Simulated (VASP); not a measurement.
Write the native input for VASP 6.6.1 that does the following.

```
Task                   : single point
Functional             : PBEsol
Potentials or basis    : VASP PAW PBE potentials, release 64 (Ag)
Cutoff                 : 520 eV
k mesh                 : 13 × 13 × 13
Occupations            : fermi-dirac, width 0.08 eV
Spin                   : no spin polarisation
Dipole correction      : no
Further INCAR settings : ALGO = Normal; EDIFF = 1e-06; NBANDS = 18
```

The structure of Ag lies in POSCAR:

```
Ag
1.0
    0.0000000000      2.5463120116      2.5463120116
    2.5463120116      0.0000000000      2.5463120116
    2.5463120116      2.5463120116      0.0000000000
Ag
2
Direct
   -0.1250000000     -0.1250000000     -0.1250000000
    0.1250000000      0.1250000000      0.1250000000
```

This cell differs from its parent crystal: volume scaled by 0.6.

The input as run:

INCAR

```
SYSTEM = Ag
ALGO = Normal ; EDIFF = 1E-6
ENCUT = 520 ; GGA = PS
ISIF = 2 ; ISMEAR = -1
LASPH = .True. ; LCHARG = .False.
LREAL = .False. ; LWAVE = .False.
NBANDS = 18 ; NELM = 100
PREC = Accurate ; SIGMA = 0.08
```

KPOINTS

```
k-points
0
Gamma
  13 13 13
  0 0 0
```

Potentials or basis: VASP PAW PBE potentials, release 64 (Ag).

The run is started by

```console
$ cat potpaw_PBE.64/Ag/POTCAR > POTCAR
$ mpirun -np 1 vasp_std > vasp.out
```

It gave:

```yaml
Pressure: 85.0 GPa
Band_gap_on_the_k_mesh: zero (band 11 reaches 9.95 eV, above the bottom of band 12 at 8.86 eV)
```

Caveat: the PAW data sets were made with another functional, which shifts forces and pressure a little.

Run time: 75 s on 1 thread of Intel Xeon 8259CL, on a shared host, peak memory 0.18 GiB.
